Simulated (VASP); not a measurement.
# Sb2Pt (Pa-3) in VASP: relaxation of cell and atoms with PBE

Aim: the relaxation of cell and atoms of Sb2Pt with PBE.

Program: VASP 6.6.1. These are calculated values, not measurements. Logs are shortened: lines on timing, memory, paths and dates and some standing lists are left out, and cuts for length are marked.

### 1 The cell of the first run

It takes space group Pa-3 (No. 205, cubic). Conventional cell: a = 6.500 Å, b = 6.500 Å, c = 6.500 Å, α = 90.00°, β = 90.00°, γ = 90.00°. Within 3.6 Å of Sb (site symmetry 3) lie 3 Pt at 2.70 Å and 1 Sb at 2.81 Å. Pt (site symmetry -3) has 6 Sb at 2.70 Å within 3.6 Å.

### 2 Relaxation of cell and atoms, PBE

INCAR reads:

```
SYSTEM = Sb2Pt
PREC = Accurate
ENCUT = 600
EDIFF = 1E-6
ISMEAR = 0
SIGMA = 0.1
LREAL = .FALSE.
LASPH = .TRUE.
NELM = 100
ALGO = Normal
ISIF = 3
LWAVE = .FALSE.
LCHARG = .FALSE.
GGA = PE
IBRION = 2
NSW = 70
EDIFFG = -0.02
```

KPOINTS reads:

```
Automatic mesh
0
G
  6 6 6
  0 0 0
```

POSCAR reads:

```
Sb2Pt
1.0
    6.4997749300      0.0000000000      0.0000000000
    0.0000000000      6.4997749300      0.0000000000
    0.0000000000      0.0000000000      6.4997749300
Sb Pt
8 4
Direct
    0.3752527800      0.1247472200      0.8752527800
    0.1247472200      0.8752527800      0.3752527800
    0.8752527800      0.3752527800      0.1247472200
    0.6247472200      0.6247472200      0.6247472200
    0.3752527800      0.3752527800      0.3752527800
    0.1247472200      0.6247472200      0.8752527800
    0.8752527800      0.1247472200      0.6247472200
    0.6247472200      0.8752527800      0.1247472200
    0.0000000000      0.5000000000      0.5000000000
    0.5000000000      0.5000000000      0.0000000000
    0.5000000000      0.0000000000      0.5000000000
    0.0000000000      0.0000000000      0.0000000000
```

Potentials or basis: VASP PAW PBE potentials, release 64 (Sb, Pt).

Command:

```console
$ cat potpaw_PBE.64/Sb/POTCAR potpaw_PBE.64/Pt/POTCAR > POTCAR
$ mpirun -np 1 vasp_std > vasp.out
```

OUTCAR:

```text
SYSTEM = Sb2Pt
   PREC = Accurate
   ENCUT = 600
   EDIFF = 1E-6
   ISMEAR = 0
   LREAL = .FALSE.
   LASPH = .TRUE.
   NELM = 100
   ISIF = 3
   GGA = PE
   IBRION = 2
   NSW = 70
   EDIFFG = -0.02

 ion  position               nearest neighbor table
   1  0.375  0.125  0.875-  10 2.70  11 2.70  12 2.70   8 2.81   6 3.63   7 3.63   5 3.63   5 3.63
                             6 3.63   7 3.63
   2  0.125  0.875  0.375-   9 2.70  11 2.70  12 2.70   7 2.81   6 3.63   5 3.63   8 3.63   6 3.63
                             5 3.63   8 3.63
   3  0.875  0.375  0.125-   9 2.70  10 2.70  12 2.70   6 2.81   5 3.63   7 3.63   8 3.63   7 3.63
                             8 3.63   5 3.63
   4  0.625  0.625  0.625-   9 2.70  10 2.70  11 2.70   5 2.81   6 3.63   7 3.63   8 3.63   8 3.63
                             7 3.63   6 3.63
   5  0.375  0.375  0.375-   9 2.70  10 2.70  11 2.70   4 2.81   2 3.63   3 3.63   1 3.63   1 3.63
                             2 3.63   3 3.63
   6  0.125  0.625  0.875-   9 2.70  10 2.70  12 2.70   3 2.81   2 3.63   1 3.63   4 3.63   2 3.63
                             1 3.63   4 3.63
   7  0.875  0.125  0.625-   9 2.70  11 2.70  12 2.70   2 2.81   1 3.63   3 3.63   4 3.63   3 3.63
                             4 3.63   1 3.63
   8  0.625  0.875  0.125-  10 2.70  11 2.70  12 2.70   1 2.81   2 3.63   3 3.63   4 3.63   4 3.63
                             3 3.63   2 3.63
   9  0.000  0.500  0.500-   2 2.70   3 2.70   4 2.70   5 2.70   6 2.70   7 2.70
  10  0.500  0.500  0.000-   1 2.70   3 2.70   4 2.70   5 2.70   6 2.70   8 2.70
  11  0.500  0.000  0.500-   1 2.70   2 2.70   4 2.70   5 2.70   7 2.70   8 2.70
  12  0.000  0.000  0.000-   1 2.70   2 2.70   3 2.70   6 2.70   7 2.70   8 2.70

  LATTYP: Found a simple cubic cell.
 ALAT       =     6.4997749300

  Lattice vectors:

 A1 = (   6.4997749300,   0.0000000000,   0.0000000000)
 A2 = (   0.0000000000,   6.4997749300,   0.0000000000)
 A3 = (   0.0000000000,   0.0000000000,   6.4997749300)

Analysis of symmetry for initial positions (statically):
=====================================================================
 Subroutine PRICEL returns:
 Original cell was already a primitive cell.

 Routine SETGRP: Setting up the symmetry group for a
 simple cubic supercell.

 Subroutine GETGRP returns: Found 24 space group operations
 (whereof  6 operations were pure point group operations)
 out of a pool of 48 trial point group operations.

The static configuration has the point symmetry S_6 .
 The point group associated with its full space group is T_h .

Analysis of symmetry for dynamics (positions and initial velocities):
=====================================================================
 Subroutine PRICEL returns:
 Original cell was already a primitive cell.

 Routine SETGRP: Setting up the symmetry group for a
[... 120 lines left out ...]
   ISPIN  =      1    spin polarized calculation?
   LNONCOLLINEAR =      F non collinear calculations
   LSORBIT =      F    spin-orbit coupling
   LASPH  =      T    aspherical Exc in radial PAW
   ENCUT  =  600.0 eV  44.10 Ry    6.64 a.u.  12.98 12.98 12.98*2*pi/ulx,y,z
   NELM   =    100;   NELMIN=  2; NELMDL= -5     # of ELM steps
   EDIFF  = 0.1E-05   stopping-criterion for ELM
   LREAL  =      F    real-space projection
   EDIFFG = -.2E-01   stopping-criterion for IOM
   NSW    =     70    number of steps for IOM
   IBRION =      2    ionic relax: 0-MD 1-quasi-New 2-CG
   NFREE  =      1    steps in history (QN), initial steepest desc. (CG)
   ISIF   =      3    stress and relaxation
   ISYM   =      2    0-nonsym 1-usesym 2-fastsym
   POTIM  = 0.5000    time-step for ionic-motion
   TEBEG  =    0.0;   TEEND  =   0.0 temperature during run
   PSTRESS=    0.0 pullay stress
   NELECT =      80.0000    total number of electrons
   NUPDOWN=      -1.0000    fix difference up-down
   EMIN   =  10.00;   EMAX   =-10.00  energy-range for DOS
   EFERMI =   0.00;   METHOD = LEGACY
   ISMEAR =     0;   SIGMA  =   0.10  broadening in eV -4-tet -1-fermi 0-gaus
   EFERMI_NEDOS =   21; number of points for ismear=-14 and -15
   IALGO  =     38    algorithm
   IMIX   =      4    mixing-type and parameters
     AMIX     =   0.40;   BMIX     =  1.00
     AMIX_MAG =   1.60;   BMIX_MAG =  1.00
  volume/ion in A,a.u.               =      22.88       154.42
  Fermi-wavevector in a.u.,A,eV,Ry     =   1.085275  2.050873 16.025242  1.177822
  Thomas-Fermi vector in A             =   2.221385
   LORBIT       =      0    0 simple, 1 ext, 2 COOP (PROOUT), +10 PAW based schemes
   GGA     = PE    functional components
   LHFCALC =     F    Hartree Fock is set to
   AEXX    =    0.0000 exact exchange contribution
   IVDW    =     0    specifies the selected vdW correction
   LEPSILON=     F    determine dielectric tensor
   LRPA    =     F    only Hartree local field effects (RPA)
 conjugate gradient relaxation of ions
 non-spin polarized calculation
 Gauss-broadening in eV      SIGMA  =   0.10
  energy-cutoff  :      600.00
  volume of cell :      274.60
 maximum number of plane-waves:      9220
 NGX is ok and might be reduce to    54
   NGX = 25   NGY = 25   NGZ = 25

--------------------------------------- Ionic step        1  -------------------------------------------

 number of electron      80.0000006 magnetization

 Free energy of the ion-electron system (eV)
  ---------------------------------------------------
  ext. energy  EPLUGINS =         0.00000000
  ---------------------------------------------------
  free energy    TOTEN  =       -63.17928507 eV

  energy without entropy =      -63.17169647  energy(sigma->0) =      -63.17549077

------------------------ aborting loop because EDIFF is reached ----------------------------------------

  FORCE on cell =-STRESS in cart. coord.  units (eV):
  Direction    XX          YY          ZZ          XY          YZ          ZX
  --------------------------------------------------------------------------------------
  -------------------------------------------------------------------------------------
  Total        4.2173874      4.2173874      4.2173874     -0.0000000      0.0000000     -0.0000000
  in kB       24.6070259     24.6070259     24.6070259     -0.0000000      0.0000000     -0.0000000
  external PRESSURE =      24.6070259 kB  Pullay stress =       0.0000000 kB
[... 171 lines left out ...]
--------------------------------------- Ionic step        5  -------------------------------------------

 number of electron      80.0000000 magnetization

 Free energy of the ion-electron system (eV)
  ---------------------------------------------------
  ext. energy  EPLUGINS =         0.00000000
  ---------------------------------------------------
  free energy    TOTEN  =       -63.22664086 eV

  energy without entropy =      -63.21828493  energy(sigma->0) =      -63.22246290

 E-fermi :   8.6626     XC(G=0): -10.7389

 val. band max:        8.6543714917   @ k =   0.1667   0.0000   0.0000
 cond. band min:       8.6764689483   @ k =   0.3333   0.3333   0.0000
 fundamental gap:      0.0220974566
 Fermi energy:         8.6625629893

 k-point     1 :       0.0000    0.0000    0.0000
  band No.  band energies     occupation
      1      -3.7405      2.00000
      2      -1.5905      2.00000
      3      -1.5905      2.00000
      4      -1.5905      2.00000
      5      -0.1877      2.00000
      6      -0.1877      2.00000
[... 1252 lines left out ...]
  FREE ENERGIE OF THE ION-ELECTRON SYSTEM (eV)
  ---------------------------------------------------
  free  energy   TOTEN  =       -63.2266408629 eV

  energy  without entropy=      -63.2182849342  energy(sigma->0) =      -63.22246290

 reached required accuracy - stopping structural energy minimisation
```

It took 15 min on 1 thread of Intel Xeon 6975P-C (Granite Rapids), shared host; peak memory 0.61 GiB.

What came out:

```yaml
Free_energy: -63.2266 eV
Relaxed_volume: 23.39 Å³/atom
Relaxed_cell: a = 6.547 Å, b = 6.547 Å, c = 6.547 Å, α = 90.00°, β = 90.00°, γ = 90.00°
Space_group_after_relaxing_to_0.05_Å: Pa-3 (No. 205)
Energy_gained_by_relaxing: 3.9 meV/atom
Ionic_steps: 5
Pressure_after_relaxing: 0.0 GPa
Band_gap_on_the_k_mesh: zero (band 40 reaches 8.68 eV, above the bottom of band 41 at 8.47 eV)
```

The path:
| step | energy change (eV) | largest force (eV/Å) | pressure (GPa) | volume (Å³) |
| --- | --- | --- | --- | --- |
| 1 | 0.0000 | 0.1079 | 2.46 | 274.60 |
| 2 | 0.0274 | 0.0194 | -2.84 | 288.80 |
| 3 | -0.0467 | 0.0480 | -0.02 | 280.74 |
| 4 | -0.0472 | 0.0200 | -0.02 | 280.67 |
| 5 | -0.0474 | 0.0003 | -0.01 | 280.62 |

Final structure:
```yaml
crystal:
  lattice:
    - [6.54698, 0.00000, 0.00000]
    - [0.00000, 6.54698, 0.00000]
    - [0.00000, 0.00000, 6.54698]
  atoms:
    - { symbol: Sb, position: [0.37473, 0.12527, 0.87473] }
    - { symbol: Sb, position: [0.12527, 0.87473, 0.37473] }
    - { symbol: Sb, position: [0.87473, 0.37473, 0.12527] }
    - { symbol: Sb, position: [0.62527, 0.62527, 0.62527] }
    - { symbol: Sb, position: [0.37473, 0.37473, 0.37473] }
    - { symbol: Sb, position: [0.12527, 0.62527, 0.87473] }
    - { symbol: Sb, position: [0.87473, 0.12527, 0.62527] }
    - { symbol: Sb, position: [0.62527, 0.87473, 0.12527] }
    - { symbol: Pt, position: [0.00000, 0.50000, 0.50000] }
    - { symbol: Pt, position: [0.50000, 0.50000, 0.00000] }
    - { symbol: Pt, position: [0.50000, 0.00000, 0.50000] }
    - { symbol: Pt, position: [0.00000, 0.00000, 0.00000] }
```

Caveat: spin-orbit coupling is left out, which moves the levels of the heavy elements.
